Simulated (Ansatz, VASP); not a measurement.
**Two plane-wave programs on Ga2O3**

```xyz
10
Lattice="2.3677 1.3670 4.7047 -2.3677 1.3670 4.7047 0.0000 -2.7340 4.7047" Properties=species:S:1:pos:R:3 pbc="T T T"
Ga    0.0000    0.0000    5.0162
Ga    0.0000    0.0000    2.0409
Ga    0.0000    0.0000    9.0979
Ga    0.0000    0.0000   12.0732
O    -0.9299    1.3670    8.2332
O    -0.7189   -1.4888    8.2332
O     1.6488    0.1218    8.2332
O     0.9299   -1.3670    5.8809
O     0.7189    1.4888    5.8809
O    -1.6488   -0.1218    5.8809
```

Change from the starting cell: strain -0.050 along x and y, +0.050 along z, atoms carried along.

Alike in both runs: task single point; functional r2SCAN; k mesh 6 × 6 × 6; occupations gaussian, width 0.05 eV; no spin polarisation.

|  | VASP | Ansatz |
| --- | --- | --- |
| version | VASP 6.6.1 | Ansatz 0.2.0 |
| potentials or method | VASP PAW PBE potentials, release 64 (Ga_d, O), cutoff 520 eV | scalar-relativistic, plane waves, PAW |
| valence electrons in the cell | 88 | 88 |

```tsv
	VASP	Ansatz	Ansatz less VASP
gap on the k mesh at the Fermi level (eV)	3.87	3.88	+0.014
least direct gap on the mesh (eV)	3.93	3.95	+0.019
pressure (GPa)	19.4	17.0	-2.40
traceless stress, the component that is largest in VASP (GPa)	-23.87	-23.58	+0.296
rms of the force components (eV/Å)	0.296	0.260	-0.0366
```

VASP's potentials were made for PBE, not for r2SCAN. Atom by atom the forces differ by 0.047 eV/Å (rms over components). With one functional, cell and mesh, what is left measures potentials, basis and numerics.
